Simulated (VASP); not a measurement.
A run of VASP 6.6.1:

The input INCAR:

```
SYSTEM = Rh
PREC = Accurate ; ENCUT = 520
EDIFF = 1E-7 ; ISMEAR = 0
SIGMA = 0.1 ; LREAL = .FALSE.
LASPH = .TRUE. ; NELM = 100
ALGO = Fast ; ISIF = 2
LWAVE = .FALSE. ; LCHARG = .FALSE.
GGA = PS ; NBANDS = 14
```

File KPOINTS:

```
Automatic mesh
0
G
  8 8 8
  0 0 0
```

POSCAR

```
Rh
1.0
    0.0000000000      1.9029860900      1.9029860900
    1.9029860900      0.0000000000      1.9029860900
    1.9029860900      1.9029860900      0.0000000000
Rh
1
Direct
    0.0000000000      0.0000000000      0.0000000000
```

Potentials or basis: VASP PAW PBE potentials, release 64 (Rh_pv).

Command:

```console
$ cat potpaw_PBE.64/Rh_pv/POTCAR > POTCAR
$ mpirun -np 1 vasp_std > vasp.out
```

Hardware: 1 thread of Intel(R) Xeon(R) 6975P-C (Granite Rapids), on a shared host.

Problem. How long does it take, and how much memory?

Solution. It took 3.2 s on 1 thread of Intel(R) Xeon(R) 6975P-C (Granite Rapids), on a shared host, peak memory 0.12 GiB. Counts: scf iterations 13, k points 29.
